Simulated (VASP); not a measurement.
# Cu (P2_1/m) in VASP: notebook

Runs on Cu. Level: LDA. Tasks: single point.

Program: VASP 6.6.1. These are calculated values, not measurements. Logs are shortened: lines on timing, memory, paths and dates and some standing lists are left out, and cuts for length are marked.

## 1. The cell of the first run

The structure is monoclinic, space group P2_1/m (No. 11). Conventional cell: a = 2.424 Å, b = 4.037 Å, c = 2.424 Å, α = 90.00°, β = 112.80°, γ = 90.00°. Cu (site symmetry m) has 12 Cu at 2.36 to 2.73 Å within 3.1 Å.

## 2. Single point, LDA (atoms displaced along several vibrational modes)

File INCAR:

```
  PREC = Accurate
  ENCUT = 520
  EDIFF = 1E-6
  ISMEAR = 0
  SIGMA = 0.15
  LREAL = False
  LASPH = True
  NELM = 100
  ALGO = Fast
  ISIF = 2
  LWAVE = False
  LCHARG = True
  GGA = CA
  LELF = True
  LVHAR = True
  NBANDS = 18
```

File KPOINTS:

```
Automatic mesh
0
Gamma
  20 20 12
```

File POSCAR:

```
Cu
1.0
   -1.4273957350      1.4273957350      1.3410790631
    1.4273957350     -1.4273957350      1.3410790631
    2.8547914700      2.8547914700      0.0000000000
Cu
2
Direct
    0.0494739859     -0.1575958737      0.0000000000
    0.4505260141      0.6575958737      0.5000000000
```

Potentials or basis: VASP PAW LDA potentials, release 64 (Cu).

Launch:

```sh
> cat potpaw_LDA.64/Cu/POTCAR > POTCAR
> mpirun -np 1 vasp_std > vasp.out
```

OUTCAR:

```text
PREC = Accurate
   ENCUT = 520
   EDIFF = 1E-6
   ISMEAR = 0
   LREAL = False
   LASPH = True
   NELM = 100
   ISIF = 2
   GGA = CA

 ion  position               nearest neighbor table
   1  0.049  0.842  0.000-   2 2.36   2 2.36   2 2.42   2 2.42   2 2.73   2 2.73
   2  0.451  0.658  0.500-   1 2.36   1 2.36   1 2.42   1 2.42   1 2.73   1 2.73

  LATTYP: Found a base centered orthorhombic cell.
 ALAT       =     2.6821581262
 B/A-ratio  =     1.5052374337
 C/A-ratio  =     1.5052374337

  Lattice vectors:

 A1 = (  -1.4273957350,   1.4273957350,   1.3410790631)
 A2 = (   1.4273957350,  -1.4273957350,   1.3410790631)
 A3 = (   2.8547914700,   2.8547914700,   0.0000000000)

Analysis of symmetry for initial positions (statically):
=====================================================================
 Subroutine PRICEL returns:
 Original cell was already a primitive cell.

 Routine SETGRP: Setting up the symmetry group for a
 base centered orthorhombic supercell.

 Subroutine GETGRP returns: Found  4 space group operations
 (whereof  2 operations were pure point group operations)
 out of a pool of  8 trial point group operations.

The static configuration has the point symmetry C_1h.
 The point group associated with its full space group is C_2h.

Analysis of symmetry for dynamics (positions and initial velocities):
=====================================================================
 Subroutine PRICEL returns:
 Original cell was already a primitive cell.

 Routine SETGRP: Setting up the symmetry group for a
 base centered orthorhombic supercell.

 Subroutine GETGRP returns: Found  4 space group operations
 (whereof  2 operations were pure point group operations)
 out of a pool of  8 trial point group operations.

The dynamic configuration has the point symmetry C_1h.
 The point group associated with its full space group is C_2h.

 Subroutine INISYM returns: Found  4 space group operations
 (whereof  2 operations are pure point group operations),
 and found     1 'primitive' translations

----------------------------------------------------------------------------------------

                                     Primitive cell

  volume of cell :      21.8591

  direct lattice vectors                    reciprocal lattice vectors
    -1.427395735  1.427395735  1.341079063    -0.175144141  0.175144141  0.372834096
     1.427395735 -1.427395735  1.341079063     0.175144141 -0.175144141  0.372834096
     2.854791470  2.854791470  0.000000000     0.175144141  0.175144141  0.000000000

  length of vectors
     2.423511960  2.423511960  4.037284815     0.447611666  0.447611666  0.247691220

  position of ions in fractional coordinates (direct lattice)
     0.049473986  0.842404126  0.000000000
     0.450526014  0.657595874  0.500000000

  ion indices of the primitive-cell ions
   primitive index   ion index
                 1           1
                 2           2

----------------------------------------------------------------------------------------

 KPOINTS: Automatic mesh

Automatic generation of k-mesh.
 Grid dimensions read from file:
 generate k-points for:   20   20   12

 Generating k-lattice:

  Cartesian coordinates                     Fractional coordinates (reciprocal lattice)
    -0.008757207  0.008757207  0.018641705     0.050000000  0.000000000  0.000000000
     0.008757207 -0.008757207  0.018641705     0.000000000  0.050000000  0.000000000
     0.014595345  0.014595345  0.000000000     0.000000000  0.000000000  0.083333333

  Length of vectors
     0.022380583  0.022380583  0.020640935

  Shift w.r.t. Gamma in fractional coordinates (k-lattice)
     0.000000000  0.000000000  0.000000000

 Subroutine IBZKPT returns following result:
 ===========================================

 Found   1414 irreducible k-points:

 Following reciprocal coordinates:
            Coordinates               Weight
  0.000000  0.000000  0.000000      1.000000
  0.050000  0.000000  0.000000      2.000000
  0.000000  0.050000  0.000000      2.000000
  0.100000  0.000000  0.000000      2.000000
  0.000000  0.100000  0.000000      2.000000
  0.150000  0.000000  0.000000      2.000000
[... 16 lines left out ...]
  0.100000  0.050000  0.000000      2.000000
  0.050000  0.100000  0.000000      2.000000
 [... further k-points ...]
   k-points           NKPTS =   1414   k-points in BZ     NKDIM =   1414   number of bands    NBANDS=     18
   number of dos      NEDOS =    301   number of ions     NIONS =      2
   total plane-waves  NPLWV =   9720
   dimension x,y,z NGX =    18 NGY =   18 NGZ =   30
   dimension x,y,z NGXF=    36 NGYF=   36 NGZF=   60
   ions per type =               2
   NGX,Y,Z   is equivalent  to a cutoff of  12.35, 12.35, 12.35 a.u.
   NGXF,Y,Z  is equivalent  to a cutoff of  24.69, 24.69, 24.71 a.u.
 SYSTEM =  unknown system
   PREC   = accura    normal or accurate (medium, high low for compatibility)
   ISTART =      0    job   : 0-new  1-cont  2-samecut
   ICHARG =      2    charge: 1-file 2-atom 10-const
   ISPIN  =      1    spin polarized calculation?
   LNONCOLLINEAR =      F non collinear calculations
   LSORBIT =      F    spin-orbit coupling
   LASPH  =      T    aspherical Exc in radial PAW
   ENCUT  =  520.0 eV  38.22 Ry    6.18 a.u.   4.51  4.51  7.51*2*pi/ulx,y,z
   NELM   =    100;   NELMIN=  2; NELMDL= -5     # of ELM steps
   EDIFF  = 0.1E-05   stopping-criterion for ELM
   LREAL  =      F    real-space projection
   EDIFFG = 0.1E-04   stopping-criterion for IOM
   NSW    =      0    number of steps for IOM
   IBRION =     -1    ionic relax: 0-MD 1-quasi-New 2-CG
   NFREE  =      0    steps in history (QN), initial steepest desc. (CG)
   ISIF   =      2    stress and relaxation
   ISYM   =      2    0-nonsym 1-usesym 2-fastsym
   POTIM  = 0.5000    time-step for ionic-motion
   TEBEG  =    0.0;   TEEND  =   0.0 temperature during run
   PSTRESS=    0.0 pullay stress
   NELECT =      22.0000    total number of electrons
   NUPDOWN=      -1.0000    fix difference up-down
   EMIN   =  10.00;   EMAX   =-10.00  energy-range for DOS
   EFERMI =   0.00;   METHOD = LEGACY
   ISMEAR =     0;   SIGMA  =   0.15  broadening in eV -4-tet -1-fermi 0-gaus
   EFERMI_NEDOS =   21; number of points for ismear=-14 and -15
   IALGO  =     68    algorithm
   IMIX   =      4    mixing-type and parameters
     AMIX     =   0.40;   BMIX     =  1.00
     AMIX_MAG =   1.60;   BMIX_MAG =  1.00
  volume/ion in A,a.u.               =      10.93        73.76
  Fermi-wavevector in a.u.,A,eV,Ry     =   1.640607  3.100298 36.621342  2.691593
  Thomas-Fermi vector in A             =   2.731217
   LORBIT       =      0    0 simple, 1 ext, 2 COOP (PROOUT), +10 PAW based schemes
   GGA     = CA    functional components
   LHFCALC =     F    Hartree Fock is set to
   AEXX    =    0.0000 exact exchange contribution
   IVDW    =     0    specifies the selected vdW correction
   LEPSILON=     F    determine dielectric tensor
   LRPA    =     F    only Hartree local field effects (RPA)
 non-spin polarized calculation
 RMM-DIIS sequential band-by-band and
 Gauss-broadening in eV      SIGMA  =   0.15
  energy-cutoff  :      520.00
  volume of cell :       21.86
 maximum number of plane-waves:       607
 NGX is ok and might be reduce to    18
   NGX =  9   NGY =  9   NGZ = 15

 number of electron      22.0000011 magnetization

 Free energy of the ion-electron system (eV)
  ---------------------------------------------------
  ext. energy  EPLUGINS =         0.00000000
  ---------------------------------------------------
  free energy    TOTEN  =        -9.22043411 eV

  energy without entropy =       -9.21392081  energy(sigma->0) =       -9.21717746

 E-fermi :   8.3700     XC(G=0): -13.5466

 val. band max:        8.3675688197   @ k =   0.2000  -0.4000  -0.4167
 cond. band min:       8.3700954184   @ k =   0.4000   0.1000   0.5000
 fundamental gap:      0.0025265987
 Fermi energy:         8.3700087156

 k-point     1 :       0.0000    0.0000    0.0000
  band No.  band energies     occupation
      1      -1.5927      2.00000
      2       2.7798      2.00000
      3       4.4652      2.00000
      4       4.6389      2.00000
      5       5.1546      2.00000
      6       5.2602      2.00000
[... 10 lines left out ...]
     17      32.1826      0.00000
     18      33.6408      0.00000

 k-point     2 :       0.0500    0.0000    0.0000
  band No.  band energies     occupation
      1      -1.5126      2.00000
      2       2.8297      2.00000
      3       4.4564      2.00000
      4       4.6405      2.00000
      5       5.1801      2.00000
      6       5.2335      2.00000
[... 10 lines left out ...]
     17      33.3801      0.00000
     18      33.6145      0.00000

 k-point     3 :       0.0000    0.0500    0.0000
  band No.  band energies     occupation
      1      -1.5138      2.00000
      2       2.8195      2.00000
      3       4.4594      2.00000
      4       4.6717      2.00000
      5       5.1584      2.00000
      6       5.2523      2.00000
[... 10 lines left out ...]
     17      32.4390      0.00000
     18      33.7075      0.00000

 k-point     4 :       0.1000    0.0000    0.0000
  band No.  band energies     occupation
      1      -1.2743      2.00000
      2       2.9731      2.00000
      3       4.4270      2.00000
      4       4.6435      2.00000
      5       5.1479      2.00000
      6       5.2547      2.00000
[... 375 lines left out ...]
      4       4.6594      2.00000
      5       5.1921      2.00000
      6       5.2127      2.00000
[... 10 lines left out ...]
     17      33.3847      0.00000
     18      34.0217      0.00000

 k-point    23 :       0.1000    0.0500    0.0000
  band No.  band energies     occupation
      1      -1.0779      2.00000
      2       3.0606      2.00000
      3       4.3527      2.00000
      4       4.6446      2.00000
      5       5.0698      2.00000
      6       5.2764      2.00000
[... 10 lines left out ...]
     17      32.9624      0.00000
     18      33.4166      0.00000

 k-point    24 :       0.0500    0.1000    0.0000
  band No.  band energies     occupation
      1      -1.0821      2.00000
      2       3.0225      2.00000
      3       4.3752      2.00000
      4       4.7295      2.00000
      5       5.0731      2.00000
      6       5.2017      2.00000
[... 10 lines left out ...]
     17      32.5963      0.00000
     18      32.9542      0.00000

 [... further k-points ...]

------------------------ aborting loop because EDIFF is reached ----------------------------------------

  FORCE on cell =-STRESS in cart. coord.  units (eV):
  Direction    XX          YY          ZZ          XY          YZ          ZX
  --------------------------------------------------------------------------------------
  -------------------------------------------------------------------------------------
  Total        1.3771534      1.3771534     -0.9471097     -0.0481485      0.4416641     -0.4416641
  in kB      100.9391714    100.9391714    -69.4188986     -3.5290699     32.3719974    -32.3719979
  external PRESSURE =      44.1531481 kB  Pullay stress =       0.0000000 kB

 VOLUME and BASIS-vectors are now :
 -----------------------------------------------------------------------------
  energy-cutoff  :      520.00
  volume of cell :       21.86
      direct lattice vectors                 reciprocal lattice vectors
    -1.427395735  1.427395735  1.341079063    -0.175144141  0.175144141  0.372834096
     1.427395735 -1.427395735  1.341079063     0.175144141 -0.175144141  0.372834096
     2.854791470  2.854791470  0.000000000     0.175144141  0.175144141  0.000000000

 POSITION                                       TOTAL-FORCE (eV/Angst)
 -----------------------------------------------------------------------------------
      1.13183     -1.13183      1.19608         0.289569     -0.289569      0.217690
      1.72297      1.13183      1.48608        -0.289569      0.289569     -0.217690
 -----------------------------------------------------------------------------------
    total drift:                               -0.000000     -0.000000      0.000000

  FREE ENERGIE OF THE ION-ELECTRON SYSTEM (eV)
  ---------------------------------------------------
  free  energy   TOTEN  =        -9.2204341099 eV

  energy  without entropy=       -9.2139208126  energy(sigma->0) =       -9.21717746
```

It took 4.2 min on 1 thread of AMD EPYC 9R45 (Zen 5), shared host; peak memory 0.47 GiB.

What came out:

| Quantity | Value |
| --- | --- |
| Free energy | -9.2204 eV |
| Pressure | 4.4 GPa |
| Largest force | 0.464 eV/Å |
| Band gap on the k mesh | zero (bands 11 and 12 overlap by 6.11 eV) |

Forces on the atoms (eV/Å):
```
Cu   0.290 -0.290  0.218
Cu  -0.290  0.290 -0.218
```

Stress tensor (GPa, compression positive):
```
10.09 -0.35 -3.24
-0.35 10.09  3.24
-3.24  3.24 -6.94
```

Caveat: the cell differs from its parent crystal (atoms displaced along several vibrational modes); the stress differs along the axes, from -7 to 10 GPa.

## 3. Single point, LDA (atoms displaced along several vibrational modes)

File INCAR:

```
ALGO = Fast
EDIFF = 1E-6
ENCUT = 520
ISIF = 2
ISMEAR = 0
LASPH = True
LCHARG = False
LREAL = False
LWAVE = False
NBANDS = 18
NELM = 100
PREC = Accurate
SIGMA = 0.15
```

File KPOINTS:

```
k-points
0
Gamma
  20 20 12
```

File POSCAR:

```
Cu
1.0
   -1.4273957350      1.4273957350      1.3410790631
    1.4273957350     -1.4273957350      1.3410790631
    2.8547914700      2.8547914700      0.0000000000
Cu
2
Direct
   -0.0022934790     -0.1058284088      0.0000000000
    0.5022934790      0.6058284088      0.5000000000
```

Potentials or basis: VASP PAW LDA potentials, release 64 (Cu).

Launch:

```sh
> cat potpaw_LDA.64/Cu/POTCAR > POTCAR
> mpirun -np 1 vasp_std > vasp.out
```

Wall time 4.2 min (1 thread of AMD EPYC 9R45 (Zen 5), shared host); peak memory 0.47 GiB.

Results (log left out):

```
Free energy            : -9.2419 eV
Pressure               : 4.5 GPa
Largest force          : 0.776 eV/Å
Band gap on the k mesh : zero (bands 11 and 12 overlap by 6.35 eV)
```

Forces on the atoms (eV/Å):
```
Cu  -0.112  0.112  0.760
Cu   0.112 -0.112 -0.760
```

Stress tensor (GPa, compression positive):
```
 7.15  1.59 -1.93
 1.59  7.15  1.93
-1.93  1.93 -0.68
```

Levels at points of the mesh, in eV from the Fermi level:
```csv
k point,band 8,band 9,band 10,band 11,band 12,band 13,band 14,band 15
"(0.00, 0.00, 0.00)",-2.52,-2.24,-2.21,-1.66,-1.07,4.32,19.48,21.15
"(0.50, 0.00, 0.00)",-1.98,-1.74,-1.74,0.45,0.59,9.29,9.37,9.64
"(0.00, 0.50, 0.00)",-1.91,-1.90,-1.83,-0.42,1.51,7.21,7.76,11.20
"(0.50, 0.50, 0.00)",-1.95,-1.57,-1.54,-0.08,3.53,8.46,8.72,10.73
"(0.00, 0.00, 0.50)",-2.79,-2.25,-2.25,-1.97,-1.97,13.41,13.41,21.55
"(0.50, 0.00, 0.50)",-1.94,-1.50,-1.50,-0.58,-0.58,5.03,5.03,17.73
"(0.00, 0.50, 0.50)",-2.14,-1.73,-1.73,0.31,0.31,4.43,4.43,17.97
"(0.50, 0.50, 0.50)",-2.07,-1.55,-1.55,2.11,2.11,5.97,5.97,13.15
```

Caveat: the cell differs from its parent crystal (atoms displaced along several vibrational modes); the stress differs along the axes, from -1 to 7 GPa.

(Part 1 of 2 ends here.)
